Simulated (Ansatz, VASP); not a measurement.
One calculation of CSe2, two programs

File INCAR:

```
SYSTEM = CSe2
PREC = Accurate
ENCUT = 520
EDIFF = 1E-7
ISMEAR = -1
SIGMA = 0.05
LREAL = .FALSE.
LASPH = .TRUE.
NELM = 100
ALGO = Normal
ISIF = 2
LWAVE = .FALSE.
LCHARG = .FALSE.
GGA = PE
NBANDS = 25
```

KPOINTS

```
Automatic mesh
0
G
  6 6 3
  0 0 0
```

POSCAR

```
CSe2
1.0
    3.5697670000     -2.9947800000      0.0000000000
    3.5697670000      2.9947800000      0.0000000000
    0.0000000000      0.0000000000      9.4626520000
Se C
4 2
Direct
    0.2124220000      0.7875780000      0.8793850000
    0.7875780000      0.2124220000      0.1206150000
    0.2875780000      0.7124220000      0.3793850000
    0.7124220000      0.2875780000      0.6206150000
    0.0000000000      0.0000000000      0.0000000000
    0.5000000000      0.5000000000      0.5000000000
```

Contents of input.yaml:

```yaml
crystal:
  lattice:
    - [3.569767, -2.99478, 0.0]
    - [3.569767, 2.99478, 0.0]
    - [0.0, 0.0, 9.462652]
  atoms:
    - { symbol: Se, position: [0.212422, 0.787578, 0.879385] }
    - { symbol: Se, position: [0.787578, 0.212422, 0.120615] }
    - { symbol: Se, position: [0.287578, 0.712422, 0.379385] }
    - { symbol: Se, position: [0.712422, 0.287578, 0.620615] }
    - { symbol: C, position: [0.0, 0.0, 0.0] }
    - { symbol: C, position: [0.5, 0.5, 0.5] }
hamiltonian:
  xc: pbe
  pseudopotentials: { kind: paw }
kpoints:
  mp_grid: { grid: [6, 6, 3] }
scf:
  occupations: { method: fermi_dirac, width: 0.05 }
output:
  forces: true
  stress: true
  eigenvalues: true
```

Alike in both runs: task single point; functional PBE; k mesh 6 × 6 × 3; occupations fermi-dirac, width 0.05 eV; no spin polarisation.

|  | VASP | Ansatz |
| --- | --- | --- |
| version | VASP 6.6.1 | Ansatz 0.2.0 |
| potentials or method | VASP PAW PBE potentials, release 64 (Se, C) | Ansatz PAW |
| plane-wave cutoff (eV) | 520 | 420 |
| valence electrons in the cell | 32 | 72 |

```tsv
	VASP	Ansatz	Ansatz less VASP
gap on the k mesh at the Fermi level (eV)	2.35	2.35	-0.005
least direct gap on the mesh (eV)	2.46	2.45	-0.005
pressure (GPa)	0.2	0.0	-0.21
traceless stress, the component that is largest in VASP (GPa)	0.12	0.34	+0.215
rms of the force components (eV/Å)	0.025	0.081	+0.0558
```

Atom by atom the forces differ by 0.056 eV/Å (rms over components). With one functional, cell and mesh, what is left measures potentials, basis and numerics. VASP's potentials hold 32 valence electrons a cell and Ansatz's 72, so a difference there can come from the potentials and not from the codes.

Noted on Ansatz's run: odd divisions of the mesh miss points on the zone boundary, where band edges often lie, so the gap on the mesh can be too wide.
